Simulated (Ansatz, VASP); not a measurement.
**One calculation of Ag, two programs**

```xyz
1
Lattice="0.0000 1.9920 1.9409 1.9920 0.0000 1.9409 1.9920 1.9920 0.0000" Properties=species:S:1:pos:R:3 pbc="T T T"
Ag    0.0000    0.0000    0.0000
```

Change from the starting cell: strain -0.025 along x and y, -0.050 along z, atoms carried along.

Alike in both runs: task single point; functional r2SCAN; k mesh 20 × 20 × 20; occupations gaussian, width 0.15 eV; no spin polarisation.

|  | VASP | Ansatz |
| --- | --- | --- |
| version | VASP 6.6.1 | Ansatz 0.2.0 |
| potentials or method | VASP PAW PBE potentials, release 64 (Ag), cutoff 520 eV | scalar-relativistic, plane waves, PAW |
| valence electrons in the cell | 11 | 19 |

|  | VASP | Ansatz | Ansatz less VASP |
| --- | --- | --- | --- |
| gap on the k mesh at the Fermi level (eV) | none | none | - |
| pressure (GPa) | 17.0 | 16.6 | -0.40 |
| traceless stress, the component that is largest in VASP (GPa) | 0.86 | 0.84 | -0.017 |

VASP's potentials were made for PBE, not for r2SCAN. A gap of «none» marks a metal or a gap that the smearing closes. VASP's potentials hold 11 valence electrons a cell and Ansatz's 19, so a difference there can come from the potentials and not from the codes.
